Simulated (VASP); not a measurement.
# TaRu (P4/mmm) in VASP: a series of runs, part 2 of 3

VASP 6.6.1. Earlier steps stand in the parts before.

### 4 Electric field gradients, LDA (volume scaled by 0.98)

Contents of INCAR:

```
SYSTEM = TaRu
  ALGO = Normal
  EDIFF = 1E-8
  ENCUT = 520
  GGA = CA
  ISIF = 2
  ISMEAR = -1
  LASPH = .True.
  LCHARG = .False.
  LEFG = .True.
  LREAL = .False.
  LWAVE = .False.
  NBANDS = 20
  NELM = 60
  PREC = Accurate
  SIGMA = 0.05
```

Contents of KPOINTS:

```
k-points
0
Gamma
  11 11 10
  0 0 0
```

Contents of POSCAR:

```
TaRu
1.0
    3.0325094497      0.0000000000      0.0000000000
    0.0000000000      3.0325094497      0.0000000000
    0.0000000000      0.0000000000      3.3662543482
Ta Ru
1 1
Direct
    0.5000000000      0.5000000000      0.5000000000
    0.0000000000      0.0000000000      0.0000000000
```

Potentials or basis: VASP PAW LDA potentials, release 64 (Ta_pv, Ru_pv).

On the command line:

```console
cat potpaw_LDA.64/Ta_pv/POTCAR potpaw_LDA.64/Ru_pv/POTCAR > POTCAR
mpirun -np 1 vasp_std > vasp.out
```

OUTCAR:

```text
SYSTEM = TaRu
   EDIFF = 1E-8
   ENCUT = 520
   GGA = CA
   ISIF = 2
   ISMEAR = -1
   LASPH = .True.
   LREAL = .False.
   NELM = 60
   PREC = Accurate

 ion  position               nearest neighbor table
   1  0.500  0.500  0.500-   2 2.73   2 2.73   2 2.73   2 2.73   2 2.73   2 2.73   2 2.73   2 2.73

   2  0.000  0.000  0.000-   1 2.73   1 2.73   1 2.73   1 2.73   1 2.73   1 2.73   1 2.73   1 2.73

  LATTYP: Found a simple tetragonal cell.
 ALAT       =     3.0325094497
 C/A-ratio  =     1.1100556829

  Lattice vectors:

 A1 = (   3.0325094497,   0.0000000000,   0.0000000000)
 A2 = (   0.0000000000,   3.0325094497,   0.0000000000)
 A3 = (   0.0000000000,   0.0000000000,   3.3662543482)

Analysis of symmetry for initial positions (statically):
=====================================================================
 Subroutine PRICEL returns:
 Original cell was already a primitive cell.

 Routine SETGRP: Setting up the symmetry group for a
 simple tetragonal supercell.

 Subroutine GETGRP returns: Found 16 space group operations
 (whereof 16 operations were pure point group operations)
 out of a pool of 16 trial point group operations.

The static configuration has the point symmetry D_4h.

Analysis of symmetry for dynamics (positions and initial velocities):
=====================================================================
 Subroutine PRICEL returns:
 Original cell was already a primitive cell.

 Routine SETGRP: Setting up the symmetry group for a
 simple tetragonal supercell.

 Subroutine GETGRP returns: Found 16 space group operations
 (whereof 16 operations were pure point group operations)
 out of a pool of 16 trial point group operations.
[... 157 lines left out ...]
  band No.  band energies     occupation
      1     -33.2963      2.00000
      2     -33.2388      2.00000
      3     -33.2388      2.00000
      4     -25.1451      2.00000
      5     -24.9982      2.00000
      6     -24.9982      2.00000
[... 541 lines left out ...]
     19      18.8875      0.00000
     20      19.6740      0.00000

 [... further k-points ...]

------------------------ aborting loop because EDIFF is reached ----------------------------------------

  FORCE on cell =-STRESS in cart. coord.  units (eV):
  Direction    XX          YY          ZZ          XY          YZ          ZX
  --------------------------------------------------------------------------------------
  -------------------------------------------------------------------------------------
  Total       -0.9000911     -0.9000911     -0.7382009      0.0000000      0.0000000      0.0000000
  in kB      -46.5849650    -46.5849650    -38.2062025      0.0000000      0.0000000      0.0000000
  external PRESSURE =     -43.7920442 kB  Pullay stress =       0.0000000 kB

 VOLUME and BASIS-vectors are now :
 -----------------------------------------------------------------------------
  energy-cutoff  :      520.00
  volume of cell :       30.96
      direct lattice vectors                 reciprocal lattice vectors
     3.032509450  0.000000000  0.000000000     0.329759896  0.000000000  0.000000000
     0.000000000  3.032509450  0.000000000     0.000000000  0.329759896  0.000000000
     0.000000000  0.000000000  3.366254348     0.000000000  0.000000000  0.297066085

 POSITION                                       TOTAL-FORCE (eV/Angst)
 -----------------------------------------------------------------------------------
      1.51625      1.51625      1.68313         0.000000      0.000000      0.000000
      0.00000      0.00000      0.00000         0.000000      0.000000      0.000000
 -----------------------------------------------------------------------------------
    total drift:                                0.000000      0.000000     -0.000000

  FREE ENERGIE OF THE ION-ELECTRON SYSTEM (eV)
  ---------------------------------------------------
  free  energy   TOTEN  =       -24.0629362063 eV

  energy  without entropy=      -24.0433474397  energy(sigma->0) =      -24.05314182

 Electric field gradients (V/A^2)
---------------------------------------------------------------------
 ion       V_xx      V_yy      V_zz      V_xy      V_xz      V_yz
---------------------------------------------------------------------
   1      -5.813    -5.813    11.627    -0.000    -0.000    -0.000
   2     -14.969   -14.969    29.938    -0.000     0.000     0.000
---------------------------------------------------------------------

 Electric field gradients after diagonalization (V/A^2)
 (convention: |V_zz| > |V_xx| > |V_yy|)
----------------------------------------------------------------------
 ion       V_xx      V_yy      V_zz     asymmetry (V_yy - V_xx)/ V_zz
----------------------------------------------------------------------
   1      -5.813    -5.813    11.627       0.000
   2     -14.969   -14.969    29.938       0.000
----------------------------------------------------------------------

           NMR quadrupolar parameters

 Cq : quadrupolar parameter    Cq=e*Q*V_zz/h
 eta: asymmetry parameters     (V_yy - V_xx)/ V_zz
 Q  : nuclear electric quadrupole moment in mb (millibarn)
----------------------------------------------------------------------
 ion       Cq(MHz)       eta       Q (mb)
----------------------------------------------------------------------
   1       0.028       0.000       1.000
   2       0.072       0.000       1.000
----------------------------------------------------------------------
```

stdout:

```text
POSCAR found type information on POSCAR TaRu
 POSCAR found :  2 types and       2 ions
 scaLAPACK will be used
 LDA part: xc-table for (Slater(with rela. corr.)+CA(PZ))
 , standard interpolation
 POSCAR, INCAR and KPOINTS ok, starting setup
 FFT: planning ... GRIDC
 FFT: planning ... GRID_SOFT
 FFT: planning ... GRID
 WAVECAR not read
 entering main loop
ion   1

ion   2
```

Wall time 85 s (1 thread of AMD EPYC 7R43 (Zen 3), shared host); peak memory 0.15 GiB.

Results:

```yaml
Free_energy: -24.0629 eV
Pressure: -4.4 GPa
```

Stress tensor (GPa, compression positive):
```
-4.66  0.00  0.00
 0.00 -4.66  0.00
 0.00  0.00 -3.82
```

Levels at points of the mesh, in eV from the Fermi level:
| k point | band 8 | band 9 | band 10 | band 11 | band 12 | band 13 | band 14 | band 15 | band 16 | band 17 |
| --- | --- | --- | --- | --- | --- | --- | --- | --- | --- | --- |
| (0.00, 0.00, 0.00) | -6.01 | -5.79 | -2.42 | -2.42 | -1.53 | 0.43 | 1.81 | 4.41 | 4.55 | 4.55 |
| (0.00, 0.00, 0.50) | -4.83 | -4.00 | -2.62 | -1.83 | -1.83 | -0.82 | 0.10 | 0.79 | 0.79 | 3.07 |

Electric field gradients, principal values (V/Å²):
| atom | least | middle | greatest (by size) |
| --- | --- | --- | --- |
| 1 Ta | -5.813 | -5.813 | 11.627 |
| 2 Ru | -14.969 | -14.969 | 29.938 |

Caveat: without QUAD_EFG the Cq values of the log hold for a quadrupole moment of 1 mb, not for the nuclei; spin-orbit coupling is left out, which moves the levels of the heavy elements.

### 5 Electric field gradients, LDA (volume scaled by 1.01)

Contents of INCAR:

```
SYSTEM = TaRu
PREC     = Accurate       ! precision mode
ENCUT    = 520            ! plane-wave cutoff, eV
EDIFF    = 1E-8           ! SCF threshold, eV
ISMEAR   = -1             ! smearing method
SIGMA    = 0.05           ! smearing width, eV
LREAL    = .False.        ! projectors in reciprocal space
LASPH    = .True.         ! aspherical terms in the spheres
NELM     = 80             ! most SCF steps
ALGO     = Normal         ! electronic algorithm
ISIF     = 2              ! what is computed and relaxed
LWAVE    = .False.        ! write WAVECAR
LCHARG   = .False.        ! write CHGCAR
LEFG     = .True.       
NBANDS   = 20             ! bands
```

Contents of KPOINTS:

```
regular mesh
0
Gamma
  11 11 10
  0 0 0
```

Contents of POSCAR:

```
TaRu
1.0
    3.0631429316      0.0000000000      0.0000000000
    0.0000000000      3.0631429316      0.0000000000
    0.0000000000      0.0000000000      3.4002592189
Ta Ru
1 1
Direct
    0.5000000000      0.5000000000      0.5000000000
    0.0000000000      0.0000000000      0.0000000000
```

Potentials or basis: VASP PAW LDA potentials, release 64 (Ta_pv, Ru_pv).

On the command line:

```console
cat potpaw_LDA.64/Ta_pv/POTCAR potpaw_LDA.64/Ru_pv/POTCAR > POTCAR
mpirun -np 1 vasp_std > vasp.out
```

OUTCAR:

```text
SYSTEM = TaRu
   PREC = Accurate
   ENCUT = 520
   EDIFF = 1E-8
   ISMEAR = -1
   LREAL = .False.
   LASPH = .True.
   NELM = 80
   ISIF = 2

 ion  position               nearest neighbor table
   1  0.500  0.500  0.500-   2 2.75   2 2.75   2 2.75   2 2.75   2 2.75   2 2.75   2 2.75   2 2.75

   2  0.000  0.000  0.000-   1 2.75   1 2.75   1 2.75   1 2.75   1 2.75   1 2.75   1 2.75   1 2.75

  LATTYP: Found a simple tetragonal cell.
 ALAT       =     3.0631429316
 C/A-ratio  =     1.1100556829

  Lattice vectors:

 A1 = (   3.0631429316,   0.0000000000,   0.0000000000)
 A2 = (   0.0000000000,   3.0631429316,   0.0000000000)
 A3 = (   0.0000000000,   0.0000000000,   3.4002592189)

Analysis of symmetry for initial positions (statically):
=====================================================================
 Subroutine PRICEL returns:
 Original cell was already a primitive cell.

 Routine SETGRP: Setting up the symmetry group for a
 simple tetragonal supercell.

[... 741 lines left out ...]
      direct lattice vectors                 reciprocal lattice vectors
     3.063142932  0.000000000  0.000000000     0.326462076  0.000000000  0.000000000
     0.000000000  3.063142932  0.000000000     0.000000000  0.326462076  0.000000000
     0.000000000  0.000000000  3.400259219     0.000000000  0.000000000  0.294095225

 POSITION                                       TOTAL-FORCE (eV/Angst)
 -----------------------------------------------------------------------------------
      1.53157      1.53157      1.70013         0.000000      0.000000      0.000000
      0.00000      0.00000      0.00000         0.000000      0.000000      0.000000
 -----------------------------------------------------------------------------------
    total drift:                                0.000000      0.000000     -0.000000

  FREE ENERGIE OF THE ION-ELECTRON SYSTEM (eV)
  ---------------------------------------------------
  free  energy   TOTEN  =       -24.0145795326 eV

  energy  without entropy=      -23.9947207586  energy(sigma->0) =      -24.00465015

 Electric field gradients (V/A^2)
---------------------------------------------------------------------
 ion       V_xx      V_yy      V_zz      V_xy      V_xz      V_yz
---------------------------------------------------------------------
   1      -6.681    -6.681    13.361    -0.000    -0.000     0.000
   2     -11.984   -11.984    23.969    -0.000     0.000    -0.000
---------------------------------------------------------------------

 Electric field gradients after diagonalization (V/A^2)
 (convention: |V_zz| > |V_xx| > |V_yy|)
----------------------------------------------------------------------
 ion       V_xx      V_yy      V_zz     asymmetry (V_yy - V_xx)/ V_zz
----------------------------------------------------------------------
   1      -6.681    -6.681    13.361       0.000
   2     -11.984   -11.984    23.969       0.000
----------------------------------------------------------------------

           NMR quadrupolar parameters

 Cq : quadrupolar parameter    Cq=e*Q*V_zz/h
 eta: asymmetry parameters     (V_yy - V_xx)/ V_zz
 Q  : nuclear electric quadrupole moment in mb (millibarn)
----------------------------------------------------------------------
 ion       Cq(MHz)       eta       Q (mb)
----------------------------------------------------------------------
   1       0.032       0.000       1.000
   2       0.058       0.000       1.000
----------------------------------------------------------------------
```

Run time: 93 s. Hardware: 1 thread of AMD EPYC 7R43 (Zen 3), shared host; peak memory 0.15 GiB.

What came out:

| Item | Value |
| --- | --- |
| Free energy | -24.0146 eV |
| Pressure | -11.9 GPa |

Electric field gradients, principal values (V/Å²):
```tsv
atom	least	middle	greatest (by size)
1 Ta	-6.681	-6.681	13.361
2 Ru	-11.984	-11.984	23.969
```

Caveat: without QUAD_EFG the Cq values of the log hold for a quadrupole moment of 1 mb, not for the nuclei; spin-orbit coupling is left out, which moves the levels of the heavy elements.

(Part 2 of 3 ends here.)
